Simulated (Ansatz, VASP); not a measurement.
Two plane-wave programs on Te

```xyz
3
Lattice="4.6325 0.0000 0.0000 -2.3162 4.0119 0.0000 0.0000 0.0000 5.8869" Properties=species:S:1:pos:R:3 pbc="T T T"
Te    1.1747    0.0000    1.9623
Te    4.0451    1.0174    3.9246
Te    1.7289    2.9945    0.0000
```

Alike in both runs: task single point; functional r2SCAN; k mesh 8 × 8 × 6; occupations methfessel-paxton of order 1, width 1 eV; no spin polarisation.

|  | VASP | Ansatz |
| --- | --- | --- |
| version | VASP 6.6.1 | Ansatz 0.2.0 |
| potentials or method | VASP PAW PBE potentials, release 64 (Te), cutoff 550 eV | plane waves (500 eV) with PAW, scalar-relativistic |
| valence electrons in the cell | 18 | 48 |

Ansatz gave:

* pressure (GPa): -0.4

Estimate VASP's values.

pressure (GPa): -0.3.

VASP's potentials were made for PBE, not for r2SCAN. VASP's potentials hold 18 valence electrons a cell and Ansatz's 48, so a difference there can come from the potentials and not from the codes.

Spin-orbit coupling is off throughout.
